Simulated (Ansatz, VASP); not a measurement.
## One calculation of Te, two programs

```
Te
1.0
     6.20074    0.00000    0.00000
     0.00000    6.20074    0.00000
     0.00000    0.00000    6.20074
Te
8
Direct
  0.00000 0.00000 0.00000
  0.50000 0.50000 0.50000
  0.25000 0.00000 0.50000
  0.75000 0.00000 0.50000
  0.50000 0.25000 0.00000
  0.50000 0.75000 0.00000
  0.00000 0.50000 0.25000
  0.00000 0.50000 0.75000
```

Alike in both runs: functional revPBE; k mesh 4 × 4 × 4; occupations fermi-dirac, width 0.1 eV; no spin polarisation.

Ansatz relaxed the structure, and its values are those at the end. VASP's run is a single point on that final structure, the one shown.

```csv
,VASP,Ansatz
version,VASP 6.6.1,Ansatz 0.2.0
potentials or method,"VASP PAW PBE potentials, release 64 (Te), cutoff 520 eV","plane waves (420 eV) with PAW, scalar-relativistic"
valence electrons in the cell,48,128
```

|  | VASP | Ansatz | Ansatz less VASP |
| --- | --- | --- | --- |
| pressure (GPa) | -0.1 | 0.0 | +0.10 |

VASP's potentials were made for PBE, not for revPBE. VASP's potentials hold 48 valence electrons a cell and Ansatz's 128, so a difference there can come from the potentials and not from the codes.

Neither program's run includes spin-orbit coupling.
